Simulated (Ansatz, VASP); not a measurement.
# Cu2H3: VASP beside Ansatz

```
Cu H
1.0
     4.11999    0.00000    0.00000
    -2.06000    3.56802    0.00000
     0.00000    0.00000    3.14743
Cu H
2 3
Direct
  0.33333 0.66667 0.50000
  0.66667 0.33333 0.50000
  0.33333 0.66667 0.00000
  0.66667 0.33333 0.00000
  0.00000 0.00000 0.50000
```

Alike in both runs: functional PBE; k mesh 6 × 6 × 4; occupations gaussian, width 0.1 eV; no spin polarisation.

Ansatz relaxed the structure, and its values are those at the end. VASP's run is a single point on that final structure, the one shown.

```csv
,VASP,Ansatz
version,VASP 6.6.1,Ansatz 0.2.0
potentials or method,"VASP PAW PBE potentials, release 64 (Cu, H), cutoff 520 eV","scalar-relativistic, plane waves, PAW"
valence electrons in the cell,25,41
```

VASP gave:

```
gap on the k mesh at the Fermi level (eV) : none
pressure (GPa)                            : 0.1
```

Question: Estimate Ansatz's values.

Answer: gap on the k mesh at the Fermi level (eV): none; pressure (GPa): -0.1.

A gap of «none» marks a metal or a gap that the smearing closes. VASP's potentials hold 25 valence electrons a cell and Ansatz's 41, so a difference there can come from the potentials and not from the codes.

The k mesh is coarse, so the values compare programs but aren't converged.
